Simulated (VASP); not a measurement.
Set up this calculation in VASP 6.6.1, as the native input.

* Task: single point
* Functional: PBEsol
* Potentials or basis: VASP PAW PBE potentials, release 64 (W_sv)
* Cutoff: 520 eV
* k mesh: 11 × 11 × 11
* Occupations: fermi-dirac, width 0.1 eV
* Spin: no spin polarisation
* Dipole correction: no
* Further INCAR settings: ALGO = Normal; EDIFF = 1e-07; NBANDS = 21

The structure of W lies in POSCAR:

```
W
1.0
    0.0000000000      2.8003251170      2.8003251170
    2.8003251170      0.0000000000      2.8003251170
    2.8003251170      2.8003251170      0.0000000000
W
2
Direct
    0.1250000000      0.1250000000      0.1250000000
    0.8750000000      0.8750000000      0.8750000000
```

This isn't the form of W at room conditions, which is bcc.

One way to write it, as run:

INCAR

```
SYSTEM = W
ALGO = Normal ; EDIFF = 1E-7
ENCUT = 520 ; GGA = PS
ISIF = 2 ; ISMEAR = -1
LASPH = .True. ; LCHARG = .False.
LREAL = .False. ; LWAVE = .False.
NBANDS = 21 ; NELM = 100
PREC = Accurate ; SIGMA = 0.1
```

KPOINTS

```
k-points
0
Gamma
  11 11 11
  0 0 0
```

Potentials or basis: VASP PAW PBE potentials, release 64 (W_sv).

Run with:

```console
$ cat potpaw_PBE.64/W_sv/POTCAR > POTCAR
$ mpirun -np 1 vasp_std > vasp.out
```

It gave:

```json
{
  "Pressure": "13.9 GPa",
  "Band gap on the k mesh": "zero (bands 14 and 15 overlap by 1.01 eV)"
}
```

Caveat: the cell stands under pressure; the PAW data sets were made with another functional, which shifts forces and pressure a little; spin-orbit coupling is left out, which moves the levels of the heavy elements.

It took 33 s on 1 thread of Intel(R) Xeon(R) Platinum 8488C (Sapphire Rapids) (shared host), peak memory 0.19 GiB.
